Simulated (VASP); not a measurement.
Set up this calculation in VASP 6.6.1, as the native input.

```yaml
Task: single point
Functional: r2SCAN
Potentials_or_basis: VASP PAW PBE potentials, release 64 (Au)
Cutoff: 520 eV
k_mesh: 18 × 18 × 18
Occupations: gaussian, width 0.1 eV
Spin: no spin polarisation
Dipole_correction: no
Further_INCAR_settings: ALGO = Normal; EDIFF = 1e-06; NBANDS = 12
```

The system is Au.

```
CELL_PARAMETERS angstrom
-1.69055 1.69055 1.69055
1.69055 -1.69055 1.69055
1.69055 1.69055 -1.69055
ATOMIC_POSITIONS crystal
Au 0.00000 0.00000 0.00000
```

This cell differs from its parent crystal: volume scaled by 1.10.

These files were run (other wordings do the same):

POSCAR

```
Au
1.0
   -1.6905527391      1.6905527391      1.6905527391
    1.6905527391     -1.6905527391      1.6905527391
    1.6905527391      1.6905527391     -1.6905527391
Au
1
Direct
    0.0000000000      0.0000000000      0.0000000000
```

INCAR.step1

```
PREC = Accurate
ENCUT = 520
ISMEAR = 0
SIGMA = 0.1
LREAL = F
LASPH = T
NELM = 80
NBANDS = 12
GGA = PE
ALGO = Normal
EDIFF = 1E-4
LWAVE = T
LCHARG = F
```

INCAR.step2

```
PREC = Accurate
ENCUT = 520
EDIFF = 1E-6
ISMEAR = 0
SIGMA = 0.1
LREAL = F
LASPH = T
NELM = 80
ALGO = Normal
ISIF = 2
LWAVE = F
LCHARG = T
METAGGA = R2SCAN
LMIXTAU = T
LELF = T
LVHAR = T
NBANDS = 12
ISTART = 1
```

KPOINTS

```
Automatic mesh
0
Gamma
  18 18 18
```

Potentials or basis: VASP PAW PBE potentials, release 64 (Au).

Launch:

```console
$ cat potpaw_PBE.64/Au/POTCAR > POTCAR
$ cp INCAR.step1 INCAR
$ mpirun -np 1 vasp_std > vasp.out
$ cp INCAR.step2 INCAR
$ mpirun -np 1 vasp_std > vasp.out
```

Results of the run:

```
Pressure : -10.5 GPa
```

Caveat: the PAW data sets were made with another functional, which shifts forces and pressure a little.

Run time: 46 s on 1 thread of Intel(R) Xeon(R) 6975P-C (Granite Rapids), on a shared host, peak memory 0.18 GiB.
